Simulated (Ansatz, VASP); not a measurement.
# BeS4 in VASP and in Ansatz

The input INCAR:

```
PREC = Accurate
ENCUT = 600
EDIFF = 1E-6
ISMEAR = 0
SIGMA = 0.1
LREAL = F
LASPH = T
NELM = 100
ALGO = Normal
ISIF = 3
LWAVE = F
LCHARG = F
GGA = PE
IBRION = 2
NSW = 90
EDIFFG = -0.04
```

File KPOINTS:

```
regular mesh
0
Gamma
  4 4 6
```

File POSCAR:

```
BeS4
1.0
    5.0438415768      0.0000000000      0.0000000000
    0.0000000000      5.0438415768      0.0000000000
    0.0000000000      0.0000000000      3.3672798384
Be S
1 4
Direct
    0.5000000000      0.5000000000      0.0000000000
    0.2516962582      0.2516962582      0.5000000000
    0.7483037418      0.7483037418      0.5000000000
    0.7483037418      0.2516962582      0.5000000000
    0.2516962582      0.7483037418      0.5000000000
```

Input for Ansatz:

```yaml
crystal:
  lattice:
    - [5.0438415768, 0.0, 0.0]
    - [0.0, 5.0438415768, 0.0]
    - [0.0, 0.0, 3.3672798384]
  atoms:
    - { symbol: Be, position: [0.5, 0.5, 0.0] }
    - { symbol: S, position: [0.2516962582, 0.2516962582, 0.5] }
    - { symbol: S, position: [0.7483037418, 0.7483037418, 0.5] }
    - { symbol: S, position: [0.7483037418, 0.2516962582, 0.5] }
    - { symbol: S, position: [0.2516962582, 0.7483037418, 0.5] }
basis:
  ecutwfc: 420
kpoints:
  mp_grid: { grid: [4, 4, 6] }
hamiltonian:
  xc: pbe
scf:
  occupations: { method: gaussian, width: 0.1 }
  lower_state_search: "off"
output:
  forces: true
  stress: true
  eigenvalues: true
relax:
  adjacent_minimum: "off"
  f_tol: 0.04
  max_steps: 70
  cell: { stress_tol: 0.4 }
```

Alike in both runs: task relaxation of cell and atoms; functional PBE; k mesh 4 × 4 × 6; occupations gaussian, width 0.1 eV; no spin polarisation.

```csv
,VASP,Ansatz
version,VASP 6.6.1,Ansatz 0.2.0
potentials or method,"VASP PAW PBE potentials, release 64 (Be, S), cutoff 600 eV","scalar-relativistic, plane waves, PAW"
valence electrons in the cell,26,26
```

```csv
,VASP,Ansatz,Ansatz less VASP
"gap on the k mesh at the Fermi level, each at its own relaxed structure (eV)",none,none,-
relaxed volume (Å³/atom),17.13,17.13,0.000
relaxed cell length with the largest relative difference (Å),5.044,5.044,0.0000
```

A gap of «none» marks a metal or a gap that the smearing closes.

Noted on VASP's run: the relaxation stopped at its first step, so nothing moved.
